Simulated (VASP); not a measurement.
# FeS2 (Pnnm) in VASP: electric field gradients with PBE

Aim: the electric field gradients of FeS2 with PBE.

Program: VASP 6.6.1. These are calculated values, not measurements. Logs are shortened: lines on timing, memory, paths and dates and some standing lists are left out, and cuts for length are marked.

**1. The cell of the first run**

It takes space group Pnnm (No. 58, orthorhombic). The conventional cell has a = 4.440 Å, b = 5.390 Å, c = 3.370 Å, α = 90.00°, β = 90.00°, γ = 90.00°. Fe (site symmetry 2/m) has 6 S at 2.21 to 2.24 Å within 2.9 Å. S (site symmetry m) has 6 Fe at 2.21 to 3.61 Å and 12 S at 2.25 to 3.37 Å within 3.7 Å.

**2. Electric field gradients, PBE, collinear spin, ferromagnetic start**

Contents of INCAR:

```
  PREC = Accurate
  ENCUT = 520
  EDIFF = 1E-8
  ISMEAR = -1
  SIGMA = 0.05
  LREAL = F
  LASPH = T
  NELM = 200
  ALGO = Normal
  ISIF = 2
  LWAVE = F
  LCHARG = F
  ISPIN = 2
  MAGMOM = 3 3 0 0 0 0
  LORBIT = 11
  LMAXMIX = 4
  GGA = PE
  LEFG = T
  NBANDS = 33
  GGA_COMPAT = F
  KPAR = 4
```

Contents of KPOINTS:

```
Automatic mesh
0
Gamma
  10 8 13
```

Contents of POSCAR:

```
FeS2
1.0
    4.4400000000      0.0000000000      0.0000000000
    0.0000000000      5.3900000000      0.0000000000
    0.0000000000      0.0000000000      3.3700000000
Fe S
2 4
Direct
    0.0000000000      0.0000000000      0.0000000000
    0.5000000000      0.5000000000      0.5000000000
    0.2030000000      0.3750000000      0.0000000000
    0.2970000000      0.8750000000      0.5000000000
    0.7970000000      0.6250000000      0.0000000000
    0.7030000000      0.1250000000      0.5000000000
```

Potentials or basis: VASP PAW PBE potentials, release 64 (Fe, S).

The run is started by

```
cat potpaw_PBE.64/Fe/POTCAR potpaw_PBE.64/S/POTCAR > POTCAR
mpirun -np 4 vasp_std > vasp.out
```

OUTCAR:

```text
PREC = Accurate
   ENCUT = 520
   EDIFF = 1E-8
   ISMEAR = -1
   LREAL = F
   LASPH = T
   NELM = 200
   ISIF = 2
   ISPIN = 2
   LORBIT = 11
   GGA = PE

 ion  position               nearest neighbor table
   1  0.000  0.000  0.000-   3 2.21   5 2.21   4 2.24   6 2.24   4 2.24   6 2.24
   2  0.500  0.500  0.500-   4 2.21   6 2.21   5 2.24   3 2.24   3 2.24   5 2.24
   3  0.203  0.375  0.000-   1 2.21   2 2.24   2 2.24   5 2.25
   4  0.297  0.875  0.500-   2 2.21   1 2.24   1 2.24   6 2.25
   5  0.797  0.625  0.000-   1 2.21   2 2.24   2 2.24   3 2.25
   6  0.703  0.125  0.500-   2 2.21   1 2.24   1 2.24   4 2.25

  LATTYP: Found a simple orthorhombic cell.
 ALAT       =     3.3700000000
 B/A-ratio  =     1.3175074184
 C/A-ratio  =     1.5994065282

  Lattice vectors:

 A1 = (   0.0000000000,   0.0000000000,   3.3700000000)
 A2 = (   4.4400000000,   0.0000000000,   0.0000000000)
 A3 = (   0.0000000000,   5.3900000000,   0.0000000000)

Analysis of symmetry for initial positions (statically):
=====================================================================
 Subroutine PRICEL returns:
 Original cell was already a primitive cell.

 Routine SETGRP: Setting up the symmetry group for a
 simple orthorhombic supercell.

 Subroutine GETGRP returns: Found  8 space group operations
 (whereof  4 operations were pure point group operations)
 out of a pool of  8 trial point group operations.

The static configuration has the point symmetry C_2h.
 The point group associated with its full space group is D_2h.

Analysis of symmetry for dynamics (positions and initial velocities):
=====================================================================
 Subroutine PRICEL returns:
 Original cell was already a primitive cell.

 Routine SETGRP: Setting up the symmetry group for a
 simple orthorhombic supercell.

 Subroutine GETGRP returns: Found  8 space group operations
 (whereof  4 operations were pure point group operations)
 out of a pool of  8 trial point group operations.

The dynamic configuration has the point symmetry C_2h.
 The point group associated with its full space group is D_2h.

Analysis of structural, dynamic, and magnetic symmetry:
=====================================================================
 Subroutine PRICEL returns:
 Original cell was already a primitive cell.

 Routine SETGRP: Setting up the symmetry group for a
 simple orthorhombic supercell.

 Subroutine GETGRP returns: Found  8 space group operations
 (whereof  4 operations were pure point group operations)
 out of a pool of  8 trial point group operations.

The overall configuration has the point symmetry C_2h.
 The point group associated with its full space group is D_2h.

 Subroutine INISYM returns: Found  8 space group operations
 (whereof  4 operations are pure point group operations),
 and found     1 'primitive' translations

----------------------------------------------------------------------------------------

                                     Primitive cell

  volume of cell :      80.6495

  direct lattice vectors                    reciprocal lattice vectors
     4.440000000  0.000000000  0.000000000     0.225225225  0.000000000  0.000000000
     0.000000000  5.390000000  0.000000000     0.000000000  0.185528757  0.000000000
     0.000000000  0.000000000  3.370000000     0.000000000  0.000000000  0.296735905

  length of vectors
     4.440000000  5.390000000  3.370000000     0.225225225  0.185528757  0.296735905

  position of ions in fractional coordinates (direct lattice)
     0.000000000  0.000000000  0.000000000
     0.500000000  0.500000000  0.500000000
     0.203000000  0.375000000  0.000000000
     0.297000000  0.875000000  0.500000000
     0.797000000  0.625000000  0.000000000
     0.703000000  0.125000000  0.500000000

  ion indices of the primitive-cell ions
   primitive index   ion index
                 1           1
                 2           2
                 3           3
[... 104 lines left out ...]
   LEPSILON=     F    determine dielectric tensor
   LRPA    =     F    only Hartree local field effects (RPA)
 spin polarized calculation
  energy-cutoff  :      520.00
  volume of cell :       80.65
 maximum number of plane-waves:      2200
 NGX is ok and might be reduce to    36
   NGX = 17   NGY = 21   NGZ = 13

 number of electron      39.9999994 magnetization       0.0003718

 number of electron      39.9999994 magnetization      -0.0000124

 Free energy of the ion-electron system (eV)
  ---------------------------------------------------
  ext. energy  EPLUGINS =         0.00000000
  ---------------------------------------------------
  free energy    TOTEN  =       -36.09793181 eV

  energy without entropy =      -36.09791290  energy(sigma->0) =      -36.09792235

 E-fermi :   8.3517     XC(G=0): -11.7643

 val. band max:        7.9439405015   @ k =   0.4000   0.0000   0.0000
 cond. band min:       8.7447893187   @ k =   0.0000   0.5000   0.4615
 fundamental gap:      0.8008488172
 Fermi energy:         8.3517162425

 spin component 1

 k-point     1 :       0.0000    0.0000    0.0000
  band No.  band energies     occupation
      1      -8.9297      1.00000
      2      -6.5209      1.00000
      3      -4.6945      1.00000
      4      -3.9592      1.00000
      5       0.2152      1.00000
      6       1.6948      1.00000
[... 829 lines left out ...]
     31      17.0435      0.00000
     32      17.0544      0.00000

 [... further k-points ...]

 spin component 2

 k-point     1 :       0.0000    0.0000    0.0000
  band No.  band energies     occupation
      1      -8.9297      1.00000
      2      -6.5209      1.00000
      3      -4.6945      1.00000
      4      -3.9592      1.00000
      5       0.2152      1.00000
      6       1.6948      1.00000
[... 829 lines left out ...]
     31      17.0435      0.00000
     32      17.0446      0.00000

 [... further k-points ...]

 [bands above 32 left out]

------------------------ aborting loop because EDIFF is reached ----------------------------------------

  FORCE on cell =-STRESS in cart. coord.  units (eV):
  Direction    XX          YY          ZZ          XY          YZ          ZX
  --------------------------------------------------------------------------------------
  -------------------------------------------------------------------------------------
  Total        0.2947440      1.0397643      0.7969340      0.0000000      0.0000000      0.0000000
  in kB        5.8553650     20.6558874     15.8318362      0.0000000      0.0000000      0.0000000
  external PRESSURE =      14.1143629 kB  Pullay stress =       0.0000000 kB

 VOLUME and BASIS-vectors are now :
 -----------------------------------------------------------------------------
  energy-cutoff  :      520.00
  volume of cell :       80.65
      direct lattice vectors                 reciprocal lattice vectors
     4.440000000  0.000000000  0.000000000     0.225225225  0.000000000  0.000000000
     0.000000000  5.390000000  0.000000000     0.000000000  0.185528757  0.000000000
     0.000000000  0.000000000  3.370000000     0.000000000  0.000000000  0.296735905

 POSITION                                       TOTAL-FORCE (eV/Angst)
 -----------------------------------------------------------------------------------
      0.00000      0.00000      0.00000         0.000000      0.000000      0.000000
      2.22000      2.69500      1.68500         0.000000      0.000000      0.000000
      0.90132      2.02125      0.00000         0.121583      0.089626      0.000000
      1.31868      4.71625      1.68500        -0.121583      0.089626     -0.000000
      3.53868      3.36875      0.00000        -0.121583     -0.089626     -0.000000
      3.12132      0.67375      1.68500         0.121583     -0.089626      0.000000
 -----------------------------------------------------------------------------------
    total drift:                               -0.000000      0.000000      0.000000

  FREE ENERGIE OF THE ION-ELECTRON SYSTEM (eV)
  ---------------------------------------------------
  free  energy   TOTEN  =       -36.0979318109 eV

  energy  without entropy=      -36.0979128982  energy(sigma->0) =      -36.09792235

 Electric field gradients (V/A^2)
---------------------------------------------------------------------
 ion       V_xx      V_yy      V_zz      V_xy      V_xz      V_yz
---------------------------------------------------------------------
   1      30.774     3.379   -34.153     3.564     0.000    -0.000
   2      30.774     3.379   -34.153    -3.564    -0.000     0.000
   3      70.424    15.634   -86.058   -91.059    -0.000     0.000
   4      70.424    15.634   -86.058    91.059     0.000     0.000
   5      70.424    15.634   -86.058   -91.059     0.000     0.000
   6      70.424    15.634   -86.058    91.059     0.000     0.000
---------------------------------------------------------------------

 Electric field gradients after diagonalization (V/A^2)
 (convention: |V_zz| > |V_xx| > |V_yy|)
----------------------------------------------------------------------
 ion       V_xx      V_yy      V_zz     asymmetry (V_yy - V_xx)/ V_zz
----------------------------------------------------------------------
   1      31.230     2.923   -34.153       0.829
   2      31.230     2.923   -34.153       0.829
   3     -86.058   -52.062   138.120       0.246
   4     -86.058   -52.062   138.120       0.246
   5     -86.058   -52.062   138.120       0.246
   6     -86.058   -52.062   138.120       0.246
----------------------------------------------------------------------

           NMR quadrupolar parameters

 Cq : quadrupolar parameter    Cq=e*Q*V_zz/h
 eta: asymmetry parameters     (V_yy - V_xx)/ V_zz
 Q  : nuclear electric quadrupole moment in mb (millibarn)
----------------------------------------------------------------------
 ion       Cq(MHz)       eta       Q (mb)
----------------------------------------------------------------------
   1      -0.083       0.829       1.000
   2      -0.083       0.829       1.000
   3       0.334       0.246       1.000
   4       0.334       0.246       1.000
   5       0.334       0.246       1.000
   6       0.334       0.246       1.000
----------------------------------------------------------------------

 total charge

# of ion       s       p       d       tot
------------------------------------------
    1        0.443   0.667   6.519   7.629
    2        0.443   0.667   6.519   7.629
    3        1.346   2.300   0.000   3.647
    4        1.346   2.300   0.000   3.647
    5        1.346   2.300   0.000   3.647
    6        1.346   2.300   0.000   3.647
--------------------------------------------------
tot          6.272  10.536  13.038  29.845

 magnetization (x)

# of ion       s       p       d       tot
------------------------------------------
    1       -0.000  -0.000  -0.000  -0.000
    2       -0.000  -0.000  -0.000  -0.000
    3        0.000   0.000   0.000   0.000
    4        0.000   0.000   0.000   0.000
    5        0.000   0.000   0.000   0.000
    6        0.000   0.000   0.000   0.000
--------------------------------------------------
tot          0.000   0.000  -0.000  -0.000
```

Run time: 4.4 min. Hardware: 4 MPI ranks of Intel Xeon Platinum 8488C (Sapphire Rapids), shared host; peak memory 0.79 GiB.

What came out:

```yaml
Free_energy: -36.0979 eV
Pressure: 1.4 GPa
Largest_force: 0.151 eV/Å
Band_gap_on_the_k_mesh: 0.80 eV (least direct gap 1.11 eV)
Net_moment: 0.00 μB per cell
Largest_electric_field_gradient_by_atom: Fe -34.2; S +138.1 V/Å²
Valence_electrons_inside_the_program's_atomic_spheres: Fe 7.63; S 3.65
```

Forces on the atoms (eV/Å):
```
Fe   0.000  0.000  0.000
Fe   0.000  0.000  0.000
S    0.122  0.090  0.000
S   -0.122  0.090  0.000
S   -0.122 -0.090  0.000
S    0.122 -0.090  0.000
```

Stress tensor (GPa, compression positive):
```
0.59 0.00 0.00
0.00 2.07 0.00
0.00 0.00 1.58
```

Electric field gradients, principal values (V/Å²):
```
atom    least   middle  greatest (by size)
1 Fe    2.923   31.230             -34.153
2 Fe    2.923   31.230             -34.153
 3 S  -52.062  -86.058             138.120
 4 S  -52.062  -86.058             138.120
 5 S  -52.062  -86.058             138.120
 6 S  -52.062  -86.058             138.120
```

Caveat: without QUAD_EFG the Cq values of the log hold for a quadrupole moment of 1 mb, not for the nuclei; an odd mesh through Γ misses points on the zone boundary, where band edges can lie. Expect the measured gap to be larger: semilocal functionals such as PBE lack the derivative discontinuity.
